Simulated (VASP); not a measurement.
# Te (P3_121) in VASP: a series of runs

Runs on Te. Level: PBEsol. Tasks: single point.

Program: VASP 6.6.1. These are calculated values, not measurements. Logs are shortened: lines on timing, memory, paths and dates and some standing lists are left out, and cuts for length are marked.

**1. The cell of the first run**

The structure is trigonal, space group P3_121 (No. 152). Conventional cell: a = 4.454 Å, b = 4.454 Å, c = 5.924 Å, α = 90.00°, β = 90.00°, γ = 120.00°. Within 3.8 Å of Te (site symmetry 2) lie 6 Te at 2.86 to 3.47 Å.

**2. Single point, PBEsol**

Contents of INCAR:

```
ALGO = Normal
EDIFF = 1E-6
ENCUT = 520
GGA = PS
ISIF = 2
ISMEAR = -1
LASPH = True
LCHARG = True
LELF = True
LREAL = False
LVHAR = True
LWAVE = False
NBANDS = 16
NELM = 80
PREC = Accurate
SIGMA = 0.05
```

Contents of KPOINTS:

```
k-points
0
Gamma
  7 7 5
```

Contents of POSCAR:

```
Te
1.0
    4.4540000000      0.0000000000      0.0000000000
   -2.2270000000      3.8572771485      0.0000000000
    0.0000000000      0.0000000000      5.9240000000
Te
3
Direct
    0.7310000000      0.7310000000      0.0000000000
    0.0000000000      0.2690000000      0.6666666667
    0.2690000000      0.0000000000      0.3333333333
```

Potentials or basis: VASP PAW PBE potentials, release 64 (Te).

Launch:

```
$ cat potpaw_PBE.64/Te/POTCAR > POTCAR
$ mpirun -np 1 vasp_std > vasp.out
```

OUTCAR:

```text
EDIFF = 1E-6
   ENCUT = 520
   GGA = PS
   ISIF = 2
   ISMEAR = -1
   LASPH = True
   LREAL = False
   NELM = 80
   PREC = Accurate

 ion  position               nearest neighbor table
   1  0.731  0.731  0.000-   3 2.86   2 2.86   3 3.47   2 3.47   2 3.47   3 3.47
   2  0.000  0.269  0.667-   1 2.86   3 2.86   1 3.47   1 3.47   3 3.47   3 3.47
   3  0.269  0.000  0.333-   1 2.86   2 2.86   1 3.47   1 3.47   2 3.47   2 3.47

  LATTYP: Found a hexagonal cell.
 ALAT       =     4.4540000000
 C/A-ratio  =     1.3300404131

  Lattice vectors:

 A1 = (   4.4540000000,   0.0000000000,   0.0000000000)
 A2 = (  -2.2270000000,   3.8572771485,   0.0000000000)
 A3 = (   0.0000000000,   0.0000000000,   5.9240000000)

Analysis of symmetry for initial positions (statically):
=====================================================================
 Subroutine PRICEL returns:
 Original cell was already a primitive cell.

 Routine SETGRP: Setting up the symmetry group for a
 hexagonal supercell.

 Subroutine GETGRP returns: Found  6 space group operations
 (whereof  2 operations were pure point group operations)
 out of a pool of 24 trial point group operations.

The static configuration has the point symmetry C_2 .
 The point group associated with its full space group is D_3 .

Analysis of symmetry for dynamics (positions and initial velocities):
=====================================================================
 Subroutine PRICEL returns:
 Original cell was already a primitive cell.

 Routine SETGRP: Setting up the symmetry group for a
 hexagonal supercell.

 Subroutine GETGRP returns: Found  6 space group operations
 (whereof  2 operations were pure point group operations)
 out of a pool of 24 trial point group operations.

The dynamic configuration has the point symmetry C_2 .
 The point group associated with its full space group is D_3 .

 Subroutine INISYM returns: Found  6 space group operations
 (whereof  2 operations are pure point group operations),
 and found     1 'primitive' translations

----------------------------------------------------------------------------------------

                                     Primitive cell

  volume of cell :     101.7762

  direct lattice vectors                    reciprocal lattice vectors
     4.454000000  0.000000000  0.000000000     0.224517288  0.129625117  0.000000000
    -2.227000000  3.857277149  0.000000000     0.000000000  0.259250233  0.000000000
     0.000000000  0.000000000  5.924000000     0.000000000  0.000000000  0.168804862

  length of vectors
     4.454000000  4.454000000  5.924000000     0.259250233  0.259250233  0.168804862

  position of ions in fractional coordinates (direct lattice)
     0.731000000  0.731000000  0.000000000
     0.000000000  0.269000000  0.666666667
     0.269000000  0.000000000  0.333333333

  ion indices of the primitive-cell ions
   primitive index   ion index
                 1           1
                 2           2
                 3           3

----------------------------------------------------------------------------------------

 KPOINTS: k-points

Automatic generation of k-mesh.
 Grid dimensions read from file:
 generate k-points for:    7    7    5

 Generating k-lattice:

  Cartesian coordinates                     Fractional coordinates (reciprocal lattice)
     0.032073898  0.018517874  0.000000000     0.142857143  0.000000000  0.000000000
     0.000000000  0.037035748  0.000000000     0.000000000  0.142857143  0.000000000
     0.000000000  0.000000000  0.033760972     0.000000000  0.000000000  0.200000000

  Length of vectors
     0.037035748  0.037035748  0.033760972

  Shift w.r.t. Gamma in fractional coordinates (k-lattice)
     0.000000000  0.000000000  0.000000000

 Subroutine IBZKPT returns following result:
 ===========================================

 Found     32 irreducible k-points:

 Following reciprocal coordinates:
            Coordinates               Weight
  0.000000  0.000000  0.000000      1.000000
  0.142857  0.000000  0.000000      6.000000
  0.285714  0.000000  0.000000      6.000000
  0.428571  0.000000  0.000000      6.000000
  0.142857  0.142857  0.000000      6.000000
  0.285714  0.142857  0.000000     12.000000
[... 16 lines left out ...]
  0.000000  0.142857  0.400000      6.000000
  0.285714  0.000000  0.400000      6.000000
 [... further k-points ...]
   k-points           NKPTS =     32   k-points in BZ     NKDIM =     32   number of bands    NBANDS=     16
   number of dos      NEDOS =    301   number of ions     NIONS =      3
   total plane-waves  NPLWV =  62208
   dimension x,y,z NGX =    36 NGY =   36 NGZ =   48
   dimension x,y,z NGXF=    72 NGYF=   72 NGZF=   96
   ions per type =               3
   NGX,Y,Z   is equivalent  to a cutoff of  13.44, 13.44, 13.47 a.u.
   NGXF,Y,Z  is equivalent  to a cutoff of  26.87, 26.87, 26.94 a.u.
 SYSTEM =  unknown system
   PREC   = accura    normal or accurate (medium, high low for compatibility)
   ISTART =      0    job   : 0-new  1-cont  2-samecut
   ICHARG =      2    charge: 1-file 2-atom 10-const
   ISPIN  =      1    spin polarized calculation?
   LNONCOLLINEAR =      F non collinear calculations
   LSORBIT =      F    spin-orbit coupling
   LASPH  =      T    aspherical Exc in radial PAW
   ENCUT  =  520.0 eV  38.22 Ry    6.18 a.u.   8.28  8.28 11.01*2*pi/ulx,y,z
   NELM   =     80;   NELMIN=  2; NELMDL= -5     # of ELM steps
   EDIFF  = 0.1E-05   stopping-criterion for ELM
   LREAL  =      F    real-space projection
   EDIFFG = 0.1E-04   stopping-criterion for IOM
   NSW    =      0    number of steps for IOM
   IBRION =     -1    ionic relax: 0-MD 1-quasi-New 2-CG
   NFREE  =      0    steps in history (QN), initial steepest desc. (CG)
   ISIF   =      2    stress and relaxation
   ISYM   =      2    0-nonsym 1-usesym 2-fastsym
   POTIM  = 0.5000    time-step for ionic-motion
   TEBEG  =    0.0;   TEEND  =   0.0 temperature during run
   PSTRESS=    0.0 pullay stress
   NELECT =      18.0000    total number of electrons
   NUPDOWN=      -1.0000    fix difference up-down
   EMIN   =  10.00;   EMAX   =-10.00  energy-range for DOS
   EFERMI =   0.00;   METHOD = LEGACY
   ISMEAR =    -1;   SIGMA  =   0.05  broadening in eV -4-tet -1-fermi 0-gaus
   EFERMI_NEDOS =   21; number of points for ismear=-14 and -15
   IALGO  =     38    algorithm
   IMIX   =      4    mixing-type and parameters
     AMIX     =   0.40;   BMIX     =  1.00
     AMIX_MAG =   1.60;   BMIX_MAG =  1.00
  volume/ion in A,a.u.               =      33.93       228.94
  Fermi-wavevector in a.u.,A,eV,Ry     =   0.918933  1.736531 11.489263  0.844437
  Thomas-Fermi vector in A             =   2.044070
   LORBIT       =      0    0 simple, 1 ext, 2 COOP (PROOUT), +10 PAW based schemes
   GGA     = PS    functional components
   LHFCALC =     F    Hartree Fock is set to
   AEXX    =    0.0000 exact exchange contribution
   IVDW    =     0    specifies the selected vdW correction
   LEPSILON=     F    determine dielectric tensor
   LRPA    =     F    only Hartree local field effects (RPA)
 non-spin polarized calculation
  energy-cutoff  :      520.00
  volume of cell :      101.78
 maximum number of plane-waves:      2757
 NGX is ok and might be reduce to    36
   NGX = 17   NGY = 17   NGZ = 23

 number of electron      17.9999999 magnetization

 Free energy of the ion-electron system (eV)
  ---------------------------------------------------
  ext. energy  EPLUGINS =         0.00000000
  ---------------------------------------------------
  free energy    TOTEN  =       -10.54633365 eV

  energy without entropy =      -10.54621516  energy(sigma->0) =      -10.54627440

 E-fermi :   5.9889     XC(G=0):  -9.2287

 val. band max:        5.6610457402   @ k =   0.2857   0.2857   0.4000
 cond. band min:       6.2481578721   @ k =   0.0000   0.0000   0.4000
 fundamental gap:      0.5871121319
 Fermi energy:         5.9888687987

 k-point     1 :       0.0000    0.0000    0.0000
  band No.  band energies     occupation
      1      -7.8182      2.00000
      2      -4.5118      2.00000
      3      -4.5118      2.00000
      4       2.7557      2.00000
      5       3.0661      2.00000
      6       3.0661      2.00000
[... 8 lines left out ...]
     15      11.6532      0.00000
     16      12.0530      0.00000

 k-point     2 :       0.1429    0.0000    0.0000
  band No.  band energies     occupation
      1      -7.6804      2.00000
      2      -4.5564      2.00000
      3      -4.4740      2.00000
      4       1.8681      2.00000
      5       2.4655      2.00000
      6       2.7815      2.00000
[... 8 lines left out ...]
     15      11.8498      0.00000
     16      12.2117      0.00000

 k-point     3 :       0.2857    0.0000    0.0000
  band No.  band energies     occupation
      1      -7.3011      2.00000
      2      -4.7797      2.00000
      3      -4.3792      2.00000
      4       1.0635      2.00000
      5       1.7748      2.00000
      6       2.3199      2.00000
[... 8 lines left out ...]
     15      12.4195      0.00000
     16      13.2443      0.00000

 k-point     4 :       0.4286    0.0000    0.0000
  band No.  band energies     occupation
      1      -6.8516      2.00000
      2      -5.1684      2.00000
      3      -4.2935      2.00000
      4       0.9379      2.00000
      5       1.4138      2.00000
      6       2.1125      2.00000
[... 8 lines left out ...]
     15      13.8521      0.00000
     16      14.4426      0.00000

 k-point     5 :       0.1429    0.1429    0.0000
  band No.  band energies     occupation
      1      -7.4204      2.00000
      2      -4.6530      2.00000
      3      -4.4517      2.00000
      4       1.3189      2.00000
      5       1.6082      2.00000
      6       2.8705      2.00000
[... 8 lines left out ...]
     15      12.3369      0.00000
     16      12.9066      0.00000

 k-point     6 :       0.2857    0.1429    0.0000
  band No.  band energies     occupation
      1      -6.9854      2.00000
      2      -4.9312      2.00000
      3      -4.4419      2.00000
      4       1.0160      2.00000
      5       1.3055      2.00000
      6       2.4432      2.00000
[... 8 lines left out ...]
     15      13.2582      0.00000
     16      14.0701      0.00000

 k-point     7 :       0.4286    0.1429    0.0000
  band No.  band energies     occupation
      1      -6.7017      2.00000
      2      -5.1774      2.00000
      3      -4.4329      2.00000
      4       1.0614      2.00000
      5       1.3502      2.00000
      6       2.3280      2.00000
[... 8 lines left out ...]
     15      13.1810      0.00000
     16      14.5200      0.00000

 k-point     8 :       0.2857    0.2857    0.0000
  band No.  band energies     occupation
      1      -6.6502      2.00000
      2      -4.9795      2.00000
      3      -4.7028      2.00000
      4       1.2445      2.00000
      5       1.2614      2.00000
      6       2.5095      2.00000
[... 8 lines left out ...]
     15      12.6315      0.00000
     16      13.8386      0.00000

 k-point     9 :       0.0000    0.0000    0.2000
  band No.  band energies     occupation
      1      -7.6735      2.00000
      2      -5.6135      2.00000
      3      -3.3800      2.00000
      4       2.5137      2.00000
      5       2.8394      2.00000
      6       3.3097      2.00000
[... 8 lines left out ...]
     15      11.5216      0.00000
     16      11.8309      0.00000
[... 172 lines left out ...]
 k-point    19 :       0.4286    0.1429    0.2000
  band No.  band energies     occupation
      1      -6.5978      2.00000
      2      -5.3857      2.00000
      3      -4.3448      2.00000
      4       0.7527      2.00000
      5       1.1450      2.00000
      6       2.2703      2.00000
[... 8 lines left out ...]
     15      13.0948      0.00000
     16      13.6039      0.00000

 k-point    20 :       0.2857    0.2857    0.2000
  band No.  band energies     occupation
      1      -6.5450      2.00000
      2      -5.3186      2.00000
      3      -4.4574      2.00000
      4       0.7312      2.00000
      5       1.2626      2.00000
      6       2.0163      2.00000
[... 8 lines left out ...]
     15      12.6757      0.00000
     16      13.9402      0.00000

 k-point    21 :       0.0000    0.0000    0.4000
  band No.  band energies     occupation
      1      -7.2441      2.00000
      2      -6.5462      2.00000
      3      -2.5413      2.00000
      4       1.9641      2.00000
      5       3.0456      2.00000
      6       3.2497      2.00000
[... 8 lines left out ...]
     15      11.1536      0.00000
     16      12.8439      0.00000

 k-point    22 :       0.1429    0.0000    0.4000
  band No.  band energies     occupation
      1      -7.1220      2.00000
      2      -6.4366      2.00000
      3      -2.8178      2.00000
      4       1.8588      2.00000
      5       2.8210      2.00000
      6       3.1014      2.00000
[... 8 lines left out ...]
     15      11.4118      0.00000
     16      12.1498      0.00000

 k-point    23 :       0.0000    0.1429    0.4000
  band No.  band energies     occupation
      1      -7.1168      2.00000
      2      -6.4465      2.00000
      3      -2.7924      2.00000
      4       1.7773      2.00000
      5       2.5078      2.00000
      6       3.0359      2.00000
[... 8 lines left out ...]
     15      11.6238      0.00000
     16      12.4033      0.00000

 k-point    24 :       0.2857    0.0000    0.4000
  band No.  band energies     occupation
      1      -6.8078      2.00000
      2      -6.1324      2.00000
      3      -3.5062      2.00000
      4       1.2646      2.00000
      5       2.3249      2.00000
      6       2.5343      2.00000
[... 8 lines left out ...]
     15      11.7374      0.00000
     16      12.3945      0.00000

 [... further k-points ...]

------------------------ aborting loop because EDIFF is reached ----------------------------------------

  FORCE on cell =-STRESS in cart. coord.  units (eV):
  Direction    XX          YY          ZZ          XY          YZ          ZX
  --------------------------------------------------------------------------------------
  -------------------------------------------------------------------------------------
  Total       -0.6152895     -0.6152895     -0.4291001     -0.0000000      0.0000000      0.0000000
  in kB       -9.6859891     -9.6859891     -6.7549653     -0.0000000      0.0000000      0.0000000
  external PRESSURE =      -8.7089812 kB  Pullay stress =       0.0000000 kB

 VOLUME and BASIS-vectors are now :
 -----------------------------------------------------------------------------
  energy-cutoff  :      520.00
  volume of cell :      101.78
      direct lattice vectors                 reciprocal lattice vectors
     4.454000000  0.000000000  0.000000000     0.224517288  0.129625117  0.000000000
    -2.227000000  3.857277149  0.000000000     0.000000000  0.259250233  0.000000000
     0.000000000  0.000000000  5.924000000     0.000000000  0.000000000  0.168804862

 POSITION                                       TOTAL-FORCE (eV/Angst)
 -----------------------------------------------------------------------------------
      1.62794      2.81967      0.00000        -0.063063     -0.109229      0.000000
     -0.59906      1.03761      3.94933        -0.063063      0.109229      0.000000
      1.19813      0.00000      1.97467         0.126126      0.000000     -0.000000
 -----------------------------------------------------------------------------------
    total drift:                               -0.000000     -0.000000      0.000000

  FREE ENERGIE OF THE ION-ELECTRON SYSTEM (eV)
  ---------------------------------------------------
  free  energy   TOTEN  =       -10.5463336467 eV

  energy  without entropy=      -10.5462151602  energy(sigma->0) =      -10.54627440
```

It took 35 s on 1 thread of Intel Xeon Platinum 8375C at 2.90GHz (Ice Lake), shared host; peak memory 0.24 GiB.

What came out:

- Free energy: -10.5463 eV
- Pressure: -0.9 GPa
- Largest force: 0.126 eV/Å
- Band gap on the k mesh: 0.59 eV, indirect (least direct gap 0.76 eV)

Forces on the atoms (eV/Å):
```
Te  -0.063 -0.109  0.000
Te  -0.063  0.109  0.000
Te   0.126  0.000  0.000
```

Levels at points of the mesh, in eV from the valence-band top:
```csv
k point,band 5,band 6,band 7,band 8,band 9,band 10,band 11,band 12,band 13,band 14
"(0.00, 0.00, 0.00)",-2.59,-2.59,-1.53,-1.53,-0.68,1.16,1.16,1.75,5.04,5.04
```

Caveat: the PAW data sets were made with another functional, which shifts forces and pressure a little; spin-orbit coupling is left out, which moves the levels of the heavy elements. A k mesh can miss the band edges.

**3. Single point, PBEsol**

Contents of INCAR:

```
SYSTEM = Te
PREC = Accurate
ENCUT = 520
EDIFF = 1E-7
ISMEAR = -1
SIGMA = 0.05
LREAL = .False.
LASPH = .True.
NELM = 60
ALGO = Normal
ISIF = 2
LWAVE = .False.
LCHARG = .True.
GGA = PS
LELF = .True.
LVHAR = .True.
NBANDS = 16
```

Contents of KPOINTS:

```
regular mesh
0
Gamma
  7 7 5
  0 0 0
```

POSCAR is that of step 2.

Potentials or basis: VASP PAW PBE potentials, release 64 (Te).

Launch:

```
$ cat potpaw_PBE.64/Te/POTCAR > POTCAR
$ mpirun -np 1 vasp_std > vasp.out
```

It took 37 s on 1 thread of Intel Xeon Platinum 8375C at 2.90GHz (Ice Lake), shared host; peak memory 0.24 GiB.

Results (log left out):

| Item | Value |
| --- | --- |
| Free energy | -10.5463 eV |
| Pressure | -0.9 GPa |
| Largest force | 0.126 eV/Å |
| Band gap on the k mesh | 0.59 eV, indirect (least direct gap 0.76 eV) |

Forces on the atoms (eV/Å):
```
Te  -0.063 -0.109  0.000
Te  -0.063  0.109  0.000
Te   0.126  0.000  0.000
```

Stress tensor (GPa, compression positive):
```
-0.97  0.00  0.00
 0.00 -0.97  0.00
 0.00  0.00 -0.68
```

Levels at points of the mesh, in eV from the valence-band top:
| k point | band 5 | band 6 | band 7 | band 8 | band 9 | band 10 | band 11 | band 12 | band 13 | band 14 |
| --- | --- | --- | --- | --- | --- | --- | --- | --- | --- | --- |
| (0.00, 0.00, 0.00) | -2.60 | -2.60 | -1.53 | -1.53 | -0.68 | 1.16 | 1.16 | 1.75 | 5.04 | 5.04 |

Caveat: the PAW data sets were made with another functional, which shifts forces and pressure a little; spin-orbit coupling is left out, which moves the levels of the heavy elements.
